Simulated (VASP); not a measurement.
# PbF2 (Fm-3m) in VASP: a series of runs

The runs below take PbF2 through single point, relaxation of cell and atoms, with PBE.

Program: VASP 6.6.1. These are calculated values, not measurements. Logs are shortened: lines on timing, memory, paths and dates and some standing lists are left out, and cuts for length are marked.

### 1 The cell of the first run

Symmetry: Fm-3m, No. 225, cubic system. Conventional cell: a = 6.118 Å, b = 6.118 Å, c = 6.118 Å, α = 90.00°, β = 90.00°, γ = 90.00°. Pb (site symmetry m-3m) has 8 F at 2.65 Å within 3.5 Å. Within 3.5 Å of F (site symmetry -43m) lie 4 Pb at 2.65 Å and 6 F at 3.06 Å.

### 2 Single point, PBE (19.08 Å³/atom)

The input, INCAR:

```
SYSTEM = PbF2
PREC = Accurate
ENCUT = 520
EDIFF = 1E-7
ISMEAR = 0
SIGMA = 0.02
LREAL = .False.
LASPH = .True.
NELM = 80
ALGO = Normal
ISIF = 2
LWAVE = .False.
LCHARG = .False.
GGA = PE
NBANDS = 21
```

The input, KPOINTS:

```
regular mesh
0
Gamma
  8 8 8
  0 0 0
```

The input, POSCAR:

```
PbF2
1.0
    0.0000000000      3.0588065468      3.0588065468
    3.0588065468      0.0000000000      3.0588065468
    3.0588065468      3.0588065468      0.0000000000
Pb F
1 2
Direct
    0.0000000000      0.0000000000      0.0000000000
    0.2500000000      0.2500000000      0.2500000000
    0.7500000000      0.7500000000      0.7500000000
```

Potentials or basis: VASP PAW PBE potentials, release 64 (Pb_d, F).

Started as:

```sh
cat potpaw_PBE.64/Pb_d/POTCAR potpaw_PBE.64/F/POTCAR > POTCAR
mpirun -np 1 vasp_std > vasp.out
```

OUTCAR:

```text
SYSTEM = PbF2
   PREC = Accurate
   ENCUT = 520
   EDIFF = 1E-7
   ISMEAR = 0
   LREAL = .False.
   LASPH = .True.
   NELM = 80
   ISIF = 2
   GGA = PE

 ion  position               nearest neighbor table
   1  0.000  0.000  0.000-   3 2.65   3 2.65   3 2.65   2 2.65   3 2.65   2 2.65   2 2.65   2 2.65

   2  0.250  0.250  0.250-   1 2.65   1 2.65   1 2.65   1 2.65
   3  0.750  0.750  0.750-   1 2.65   1 2.65   1 2.65   1 2.65

  LATTYP: Found a face centered cubic cell.
 ALAT       =     6.1176130936

  Lattice vectors:

 A1 = (   0.0000000000,   3.0588065468,   3.0588065468)
 A2 = (   3.0588065468,   0.0000000000,   3.0588065468)
 A3 = (   3.0588065468,   3.0588065468,   0.0000000000)

Analysis of symmetry for initial positions (statically):
=====================================================================
 Subroutine PRICEL returns:
 Original cell was already a primitive cell.

 Routine SETGRP: Setting up the symmetry group for a
 face centered cubic supercell.

 Subroutine GETGRP returns: Found 48 space group operations
 (whereof 48 operations were pure point group operations)
 out of a pool of 48 trial point group operations.

The static configuration has the point symmetry O_h .

Analysis of symmetry for dynamics (positions and initial velocities):
=====================================================================
 Subroutine PRICEL returns:
 Original cell was already a primitive cell.

 Routine SETGRP: Setting up the symmetry group for a
 face centered cubic supercell.

 Subroutine GETGRP returns: Found 48 space group operations
 (whereof 48 operations were pure point group operations)
 out of a pool of 48 trial point group operations.

The dynamic configuration has the point symmetry O_h .

 Subroutine INISYM returns: Found 48 space group operations
 (whereof 48 operations are pure point group operations),
 and found     1 'primitive' translations

----------------------------------------------------------------------------------------

                                     Primitive cell

  volume of cell :      57.2382

  direct lattice vectors                    reciprocal lattice vectors
     0.000000000  3.058806547  3.058806547    -0.163462446  0.163462446  0.163462446
     3.058806547  0.000000000  3.058806547     0.163462446 -0.163462446  0.163462446
     3.058806547  3.058806547  0.000000000     0.163462446  0.163462446 -0.163462446

  length of vectors
     4.325805703  4.325805703  4.325805703     0.283125262  0.283125262  0.283125262

  position of ions in fractional coordinates (direct lattice)
     0.000000000  0.000000000  0.000000000
     0.250000000  0.250000000  0.250000000
     0.750000000  0.750000000  0.750000000

  ion indices of the primitive-cell ions
   primitive index   ion index
                 1           1
                 2           2
                 3           3

----------------------------------------------------------------------------------------

 KPOINTS: regular mesh

Automatic generation of k-mesh.
 Grid dimensions read from file:
 generate k-points for:    8    8    8

 Generating k-lattice:

  Cartesian coordinates                     Fractional coordinates (reciprocal lattice)
    -0.020432806  0.020432806  0.020432806     0.125000000  0.000000000  0.000000000
     0.020432806 -0.020432806  0.020432806     0.000000000  0.125000000  0.000000000
     0.020432806  0.020432806 -0.020432806     0.000000000  0.000000000  0.125000000

  Length of vectors
     0.035390658  0.035390658  0.035390658

  Shift w.r.t. Gamma in fractional coordinates (k-lattice)
     0.000000000  0.000000000  0.000000000

 Subroutine IBZKPT returns following result:
 ===========================================

 Found     29 irreducible k-points:

 Following reciprocal coordinates:
            Coordinates               Weight
  0.000000  0.000000  0.000000      1.000000
  0.125000  0.000000  0.000000      8.000000
  0.250000  0.000000  0.000000      8.000000
  0.375000  0.000000  0.000000      8.000000
  0.500000  0.000000  0.000000      4.000000
  0.125000  0.125000  0.000000      6.000000
[... 16 lines left out ...]
  0.500000  0.250000  0.125000     48.000000
 -0.375000  0.250000  0.125000     24.000000
 [... further k-points ...]
   k-points           NKPTS =     29   k-points in BZ     NKDIM =     29   number of bands    NBANDS=     21
   number of dos      NEDOS =    301   number of ions     NIONS =      3
   total plane-waves  NPLWV =  32768
   dimension x,y,z NGX =    32 NGY =   32 NGZ =   32
   dimension x,y,z NGXF=    64 NGYF=   64 NGZF=   64
   ions per type =               1   2
   NGX,Y,Z   is equivalent  to a cutoff of  12.30, 12.30, 12.30 a.u.
   NGXF,Y,Z  is equivalent  to a cutoff of  24.60, 24.60, 24.60 a.u.
 SYSTEM =  PbF2
   PREC   = accura    normal or accurate (medium, high low for compatibility)
   ISTART =      0    job   : 0-new  1-cont  2-samecut
   ICHARG =      2    charge: 1-file 2-atom 10-const
   ISPIN  =      1    spin polarized calculation?
   LNONCOLLINEAR =      F non collinear calculations
   LSORBIT =      F    spin-orbit coupling
   LASPH  =      T    aspherical Exc in radial PAW
   ENCUT  =  520.0 eV  38.22 Ry    6.18 a.u.   8.04  8.04  8.04*2*pi/ulx,y,z
   NELM   =     80;   NELMIN=  2; NELMDL= -5     # of ELM steps
   EDIFF  = 0.1E-06   stopping-criterion for ELM
   LREAL  =      F    real-space projection
   EDIFFG = 0.1E-05   stopping-criterion for IOM
   NSW    =      0    number of steps for IOM
   IBRION =     -1    ionic relax: 0-MD 1-quasi-New 2-CG
   NFREE  =      0    steps in history (QN), initial steepest desc. (CG)
   ISIF   =      2    stress and relaxation
   ISYM   =      2    0-nonsym 1-usesym 2-fastsym
   POTIM  = 0.5000    time-step for ionic-motion
   TEBEG  =    0.0;   TEEND  =   0.0 temperature during run
   PSTRESS=    0.0 pullay stress
   NELECT =      28.0000    total number of electrons
   NUPDOWN=      -1.0000    fix difference up-down
   EMIN   =  10.00;   EMAX   =-10.00  energy-range for DOS
   EFERMI =   0.00;   METHOD = LEGACY
   ISMEAR =     0;   SIGMA  =   0.02  broadening in eV -4-tet -1-fermi 0-gaus
   EFERMI_NEDOS =   21; number of points for ismear=-14 and -15
   IALGO  =     38    algorithm
   IMIX   =      4    mixing-type and parameters
     AMIX     =   0.40;   BMIX     =  1.00
     AMIX_MAG =   1.60;   BMIX_MAG =  1.00
  volume/ion in A,a.u.               =      19.08       128.75
  Fermi-wavevector in a.u.,A,eV,Ry     =   1.289928  2.437611 22.638931  1.663914
  Thomas-Fermi vector in A             =   2.421791
   LORBIT       =      0    0 simple, 1 ext, 2 COOP (PROOUT), +10 PAW based schemes
   GGA     = PE    functional components
   LHFCALC =     F    Hartree Fock is set to
   AEXX    =    0.0000 exact exchange contribution
   IVDW    =     0    specifies the selected vdW correction
   LEPSILON=     F    determine dielectric tensor
   LRPA    =     F    only Hartree local field effects (RPA)
 non-spin polarized calculation
 Gauss-broadening in eV      SIGMA  =   0.02
  energy-cutoff  :      520.00
  volume of cell :       57.24
 maximum number of plane-waves:      1572
   NGX = 17   NGY = 17   NGZ = 17

 number of electron      27.9999997 magnetization

 Free energy of the ion-electron system (eV)
  ---------------------------------------------------
  ext. energy  EPLUGINS =         0.00000000
  ---------------------------------------------------
  free energy    TOTEN  =       -14.31691636 eV

  energy without entropy =      -14.31691636  energy(sigma->0) =      -14.31691636

 E-fermi :   0.9372     XC(G=0):  -8.9432

 val. band max:        0.8291389263   @ k =   0.5000   0.0000   0.0000
 cond. band min:       5.2053919772   @ k =   0.5000   0.5000   0.0000
 fundamental gap:      4.3762530509
 Fermi energy:         0.9371981472

 k-point     1 :       0.0000    0.0000    0.0000
  band No.  band energies     occupation
      1     -19.5859      2.00000
      2     -19.1143      2.00000
      3     -13.5822      2.00000
      4     -13.5822      2.00000
      5     -13.5822      2.00000
      6     -13.5583      2.00000
[... 13 lines left out ...]
     20      15.7226      0.00000
     21      17.6638      0.00000

 k-point     2 :       0.1250    0.0000    0.0000
  band No.  band energies     occupation
      1     -19.5634      2.00000
      2     -19.1359      2.00000
      3     -13.5784      2.00000
      4     -13.5784      2.00000
      5     -13.5610      2.00000
      6     -13.5580      2.00000
[... 13 lines left out ...]
     20      15.3083      0.00000
     21      17.2280      0.00000

 k-point     3 :       0.2500    0.0000    0.0000
  band No.  band energies     occupation
      1     -19.5040      2.00000
      2     -19.1890      2.00000
      3     -13.5749      2.00000
      4     -13.5749      2.00000
      5     -13.5514      2.00000
      6     -13.5514      2.00000
[... 13 lines left out ...]
     20      14.7571      0.00000
     21      16.0448      0.00000

 k-point     4 :       0.3750    0.0000    0.0000
  band No.  band energies     occupation
      1     -19.4264      2.00000
      2     -19.2585      2.00000
      3     -13.5769      2.00000
      4     -13.5769      2.00000
      5     -13.5393      2.00000
      6     -13.5392      2.00000
[... 13 lines left out ...]
     20      14.4421      0.00000
     21      14.9761      0.00000

 k-point     5 :       0.5000    0.0000    0.0000
  band No.  band energies     occupation
      1     -19.3668      2.00000
      2     -19.3148      2.00000
      3     -13.5782      2.00000
      4     -13.5782      2.00000
      5     -13.5337      2.00000
      6     -13.5337      2.00000
[... 13 lines left out ...]
     20      14.3497      0.00000
     21      14.4917      0.00000

 k-point     6 :       0.1250    0.1250    0.0000
  band No.  band energies     occupation
      1     -19.5564      2.00000
      2     -19.1419      2.00000
      3     -13.5741      2.00000
      4     -13.5741      2.00000
      5     -13.5613      2.00000
      6     -13.5586      2.00000
[... 13 lines left out ...]
     20      15.8769      0.00000
     21      17.1080      0.00000

 k-point     7 :       0.2500    0.1250    0.0000
  band No.  band energies     occupation
      1     -19.5106      2.00000
      2     -19.1825      2.00000
      3     -13.5693      2.00000
      4     -13.5683      2.00000
      5     -13.5587      2.00000
      6     -13.5501      2.00000
[... 13 lines left out ...]
     20      15.5818      0.00000
     21      16.6859      0.00000
[... 291 lines left out ...]
      1     -19.3510      2.00000
      2     -19.3197      2.00000
      3     -13.5733      2.00000
      4     -13.5491      2.00000
      5     -13.5330      2.00000
      6     -13.4970      2.00000
[... 13 lines left out ...]
     20      15.8471      0.00000
     21      17.1956      0.00000

 k-point    21 :       0.5000    0.5000    0.0000
  band No.  band energies     occupation
      1     -19.3782      2.00000
      2     -19.2914      2.00000
      3     -13.5804      2.00000
      4     -13.5419      2.00000
      5     -13.5256      2.00000
      6     -13.5256      2.00000
[... 13 lines left out ...]
     20      17.4772      0.00000
     21      17.7993      0.00000

 k-point    22 :       0.3750    0.2500    0.1250
  band No.  band energies     occupation
      1     -19.4623      2.00000
      2     -19.2246      2.00000
      3     -13.5688      2.00000
      4     -13.5587      2.00000
      5     -13.5568      2.00000
      6     -13.5353      2.00000
[... 13 lines left out ...]
     20      15.5462      0.00000
     21      16.4114      0.00000

 k-point    23 :       0.5000    0.2500    0.1250
  band No.  band energies     occupation
      1     -19.4008      2.00000
      2     -19.2782      2.00000
      3     -13.5697      2.00000
      4     -13.5611      2.00000
      5     -13.5420      2.00000
      6     -13.5175      2.00000
[... 13 lines left out ...]
     20      16.0804      0.00000
     21      16.7130      0.00000

 k-point    24 :      -0.3750    0.2500    0.1250
  band No.  band energies     occupation
      1     -19.3508      2.00000
      2     -19.3247      2.00000
      3     -13.5698      2.00000
      4     -13.5627      2.00000
      5     -13.5346      2.00000
      6     -13.5107      2.00000
[... 13 lines left out ...]
     20      16.2460      0.00000
     21      16.8986      0.00000

 [... further k-points ...]
[... 5 lines left out ...]
  --------------------------------------------------------------------------------------
  -------------------------------------------------------------------------------------
  Total       -1.2716155     -1.2716155     -1.2716155     -0.0000000     -0.0000000      0.0000000
  in kB      -35.5942914    -35.5942914    -35.5942914     -0.0000000     -0.0000000      0.0000000
  external PRESSURE =     -35.5942914 kB  Pullay stress =       0.0000000 kB

 VOLUME and BASIS-vectors are now :
 -----------------------------------------------------------------------------
  energy-cutoff  :      520.00
  volume of cell :       57.24
      direct lattice vectors                 reciprocal lattice vectors
     0.000000000  3.058806547  3.058806547    -0.163462446  0.163462446  0.163462446
     3.058806547  0.000000000  3.058806547     0.163462446 -0.163462446  0.163462446
     3.058806547  3.058806547  0.000000000     0.163462446  0.163462446 -0.163462446

 POSITION                                       TOTAL-FORCE (eV/Angst)
 -----------------------------------------------------------------------------------
      0.00000      0.00000      0.00000        -0.000000     -0.000000     -0.000000
      1.52940      1.52940      1.52940        -0.000000     -0.000000     -0.000000
      4.58821      4.58821      4.58821         0.000000      0.000000      0.000000
 -----------------------------------------------------------------------------------
    total drift:                                0.000000     -0.000000      0.000000

  FREE ENERGIE OF THE ION-ELECTRON SYSTEM (eV)
  ---------------------------------------------------
  free  energy   TOTEN  =       -14.3169163586 eV

  energy  without entropy=      -14.3169163586  energy(sigma->0) =      -14.31691636
```

It took 51 s on 1 thread of AMD EPYC 7R13, shared host; peak memory 0.16 GiB.

Results:

```yaml
Free_energy: -14.3169 eV
Pressure: -3.6 GPa
Band_gap_on_the_k_mesh: 4.38 eV (least direct gap 4.54 eV)
```

Caveat: the cell stands under tension; spin-orbit coupling is left out, which moves the levels of the heavy elements. A k mesh can miss the band edges.

(Continued in part 2 of 2.)
